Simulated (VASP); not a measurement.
Wanted: the native input for a VASP 6.6.1 run.

* Task: single point
* Functional: LDA
* Potentials or basis: VASP PAW LDA potentials, release 64 (Zn, Se)
* Cutoff: 520 eV
* k mesh: 8 × 8 × 6
* Occupations: gaussian, width 0.05 eV
* Spin: no spin polarisation
* Dipole correction: no
* Further INCAR settings: ALGO = Normal; EDIFF = 1e-06; NBANDS = 26

The structure of ZnSe lies in POSCAR:

```
ZnSe
1.0
    4.0437991417      0.0000000000      0.0000000000
    0.0000000000      4.0437991417      0.0000000000
    0.0000000000      0.0000000000      5.3369824815
Zn Se
2 2
Direct
    0.0000000000      0.0000000000      0.0000000000
    0.5000000000      0.5000000000      0.0000000000
    0.0000000000      0.5000000000      0.3173336233
    0.5000000000      0.0000000000      0.6826663767
```

One way to write it, as run:

INCAR

```
SYSTEM = ZnSe
PREC     = Accurate       ! precision mode
ENCUT    = 520            ! plane-wave cutoff, eV
EDIFF    = 1E-6           ! SCF threshold, eV
ISMEAR   = 0              ! smearing method
SIGMA    = 0.05           ! smearing width, eV
LREAL    = .False.        ! projectors in reciprocal space
LASPH    = .True.         ! aspherical terms in the spheres
NELM     = 100            ! most SCF steps
ALGO     = Normal         ! electronic algorithm
ISIF     = 2              ! what is computed and relaxed
LWAVE    = .False.        ! write WAVECAR
LCHARG   = .False.        ! write CHGCAR
GGA      = CA             ! functional
NBANDS   = 26             ! bands
```

KPOINTS

```
Automatic mesh
0
Gamma
  8 8 6
  0 0 0
```

Potentials or basis: VASP PAW LDA potentials, release 64 (Zn, Se).

The run is started by

```console
$ cat potpaw_LDA.64/Zn/POTCAR potpaw_LDA.64/Se/POTCAR > POTCAR
$ mpirun -np 1 vasp_std > vasp.out
```

It gave:

- Pressure: -8.0 GPa
- Largest force: 2.047 eV/Å
- Band gap on the k mesh: 0.71 eV, direct

Caveat: forces of over 1 eV/Å act on the atoms, so gaps and moduli don't describe the material at rest.

Run time: 2.4 min on 1 thread of AMD EPYC 7R13, on a shared host, peak memory 0.21 GiB.
